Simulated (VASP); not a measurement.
HfSi4: relaxation of cell and atoms with PBE

Crystal: HfSi4.

```xyz
5
Lattice="-2.6990 2.6990 2.6990 2.6990 -2.6990 2.6990 2.6990 2.6990 -2.6990" Properties=species:S:1:pos:R:3 pbc="T T T"
Hf    0.0000    0.0000    0.0000
Si    1.3495    1.3495   -1.3495
Si    1.3495   -1.3495    1.3495
Si   -1.3495    1.3495    1.3495
Si    1.3495    1.3495    1.3495
```

The cell was generated, and may not be a known phase.

| Quantity | Value |
| --- | --- |
| Program | VASP 6.6.1 |
| Task | relaxation of cell and atoms |
| Functional | PBE |
| Potentials or basis | VASP PAW PBE potentials, release 64 (Hf_pv, Si) |
| Cutoff | 600 eV |
| k mesh | 4 × 4 × 4 |
| Occupations | gaussian, width 0.1 eV |
| Spin | no spin polarisation |
| Dipole correction | no |
| Further INCAR settings | ALGO = Normal; EDIFF = 1e-06; IBRION = 2; EDIFFG = -0.04; NSW = 90; ISIF = 3 |

```
Relaxed volume                        : 20.41 Å³/atom
Relaxed cell                          : a = 5.099 Å, b = 5.099 Å, c = 5.099 Å, α = 109.47°, β = 109.47°, γ = 109.47°
Space group after relaxing (to 0.1 Å) : Im-3m (No. 229)
Energy gained by relaxing             : 423.6 meV/atom
Ionic steps                           : 4
Pressure after relaxing               : -0.2 GPa
Band gap on the k mesh                : zero (bands 13 and 14 overlap by 0.66 eV)
```

The path:
```tsv
step	energy change (eV)	largest force (eV/Å)	pressure (GPa)	volume (Å³)
1	0.0000	0.0000	36.18	78.64
2	-1.2257	0.0000	-10.08	126.39
3	-2.1157	0.0000	-0.83	102.80
4	-2.1182	0.0000	-0.22	102.03
```

Final structure:
```yaml
crystal:
  lattice:
    - [-2.94363, 2.94363, 2.94363]
    - [2.94363, -2.94363, 2.94363]
    - [2.94363, 2.94363, -2.94363]
  atoms:
    - { symbol: Hf, position: [0.00000, 0.00000, 0.00000] }
    - { symbol: Si, position: [0.00000, 0.00000, 0.50000] }
    - { symbol: Si, position: [0.00000, 0.50000, 0.00000] }
    - { symbol: Si, position: [0.50000, 0.00000, 0.00000] }
    - { symbol: Si, position: [0.50000, 0.50000, 0.50000] }
```

Levels at points of the mesh, in eV from the Fermi level:
| k point | band 11 | band 12 | band 13 | band 14 | band 15 | band 16 |
| --- | --- | --- | --- | --- | --- | --- |
| (0.00, 0.00, 0.00) | -2.34 | -2.34 | -2.34 | -0.34 | -0.34 | 2.35 |
| (0.50, 0.00, 0.00) | -2.08 | -1.80 | -0.46 | 0.12 | 1.39 | 2.26 |
| (0.50, 0.50, 0.50) | -2.88 | -2.88 | -2.07 | 3.48 | 3.48 | 3.48 |

It took 53 s on 1 thread of Intel(R) Xeon(R) Platinum 8488C (Sapphire Rapids), on a shared host, peak memory 0.24 GiB.

Caveat: the k points lie up to 0.38 Å⁻¹ apart in the final cell, too coarse for converged energies and pressures of a metal; the volume moved by over 15 % at a fixed basis, so the end points are rough; spin-orbit coupling is left out, which moves the levels of the heavy elements.
